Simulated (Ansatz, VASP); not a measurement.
**CdS: VASP beside Ansatz**

Contents of INCAR:

```
SYSTEM = CdS
PREC     = Accurate       ! precision mode
ENCUT    = 520            ! plane-wave cutoff, eV
EDIFF    = 1E-6           ! SCF threshold, eV
ISMEAR   = 0              ! smearing method
SIGMA    = 0.01           ! smearing width, eV
LREAL    = .FALSE.        ! projectors in reciprocal space
LASPH    = .TRUE.         ! aspherical terms in the spheres
NELM     = 100            ! most SCF steps
ALGO     = Normal         ! electronic algorithm
ISIF     = 2              ! what is computed and relaxed
LWAVE    = .FALSE.        ! write WAVECAR
LCHARG   = .FALSE.        ! write CHGCAR
GGA      = PE             ! functional
NBANDS   = 16             ! bands
```

Contents of KPOINTS:

```
Automatic mesh
0
G
  12 12 12
  0 0 0
```

Contents of POSCAR:

```
CdS
1.0
    0.0000000000      2.7747033992      2.7747033992
    2.7747033992      0.0000000000      2.7747033992
    2.7747033992      2.7747033992      0.0000000000
Cd S
1 1
Direct
    0.0000000000      0.0000000000      0.0000000000
    0.5000000000      0.5000000000      0.5000000000
```

Input for Ansatz:

```yaml
crystal:
  lattice:
    - [0.0, 2.7747033997, 2.7747033997]
    - [2.7747033997, 0.0, 2.7747033997]
    - [2.7747033997, 2.7747033997, 0.0]
  atoms:
    - { symbol: Cd, position: [0.0, 0.0, 0.0] }
    - { symbol: S, position: [0.5, 0.5, 0.5] }
basis:
  ecutwfc: 420
kpoints:
  mp_grid: { grid: [12, 12, 12] }
hamiltonian:
  xc: pbe
scf:
  occupations: { method: gaussian, width: 0.01 }
output:
  forces: true
  stress: true
  eigenvalues: true
```

Alike in both runs: task single point; functional PBE; k mesh 12 × 12 × 12; occupations gaussian, width 0.01 eV; no spin polarisation.

```csv
,VASP,Ansatz
version,VASP 6.6.1,Ansatz 0.2.0
potentials or method,"VASP PAW PBE potentials, release 64 (Cd, S), cutoff 520 eV","scalar-relativistic, plane waves, PAW"
valence electrons in the cell,18,26
```

|  | VASP | Ansatz | Ansatz less VASP |
| --- | --- | --- | --- |
| gap on the k mesh at the Fermi level (eV) | 0.24 | 0.25 | +0.011 |
| least direct gap on the mesh (eV) | 1.38 | 1.41 | +0.023 |
| pressure (GPa) | -1.7 | -2.0 | -0.32 |

With one functional, cell and mesh, what is left measures potentials, basis and numerics. VASP's potentials hold 18 valence electrons a cell and Ansatz's 26, so a difference there can come from the potentials and not from the codes.
